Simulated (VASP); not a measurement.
Al: single point with LDA

The system is Al, a slab with vacuum.

```xyz
6
Lattice="2.8168 0.0000 0.0000 -1.4084 2.4395 0.0000 0.0000 0.0000 26.4997" Properties=species:S:1:pos:R:3 pbc="T T T"
Al    1.4084    0.8132    7.5049
Al    0.0000    1.6263    9.8290
Al    0.0000    0.0000   12.1041
Al    1.4084    0.8132   14.3956
Al    0.0000    1.6263   16.6707
Al    0.0000    0.0000   18.9948
```

```
Program             : VASP 6.6.1
Task                : single point
Functional          : LDA
Potentials or basis : VASP PAW LDA potentials, release 64 (Al)
Cutoff              : 520 eV
k mesh              : 12 × 12 × 1
Occupations         : gaussian, width 0.1 eV
Spin                : no spin polarisation
```

- Largest force: 0.011 eV/Å
- Band gap on the k mesh: zero (bands 9 and 10 overlap by 3.29 eV)

Forces in eV/Å, atoms in the order of the input:
```
Al   0.000  0.000 -0.005
Al   0.000  0.000 -0.011
Al   0.000  0.000  0.011
Al   0.000  0.000 -0.011
Al   0.000  0.000  0.011
Al   0.000  0.000  0.005
```

Levels at points of the mesh, in eV from the Fermi level:
| k point | band 6 | band 7 | band 8 | band 9 | band 10 | band 11 |
| --- | --- | --- | --- | --- | --- | --- |
| (0.00, 0.00, 0.00) | -5.47 | -3.75 | -1.59 | 0.50 | 2.40 | 3.62 |
| (0.50, 0.00, 0.00) | -3.71 | -2.98 | -2.44 | -1.30 | -1.01 | 0.51 |

Wall time 51 s on 1 thread of Intel(R) Xeon(R) 6975P-C (Granite Rapids) (shared host), peak memory 0.26 GiB.
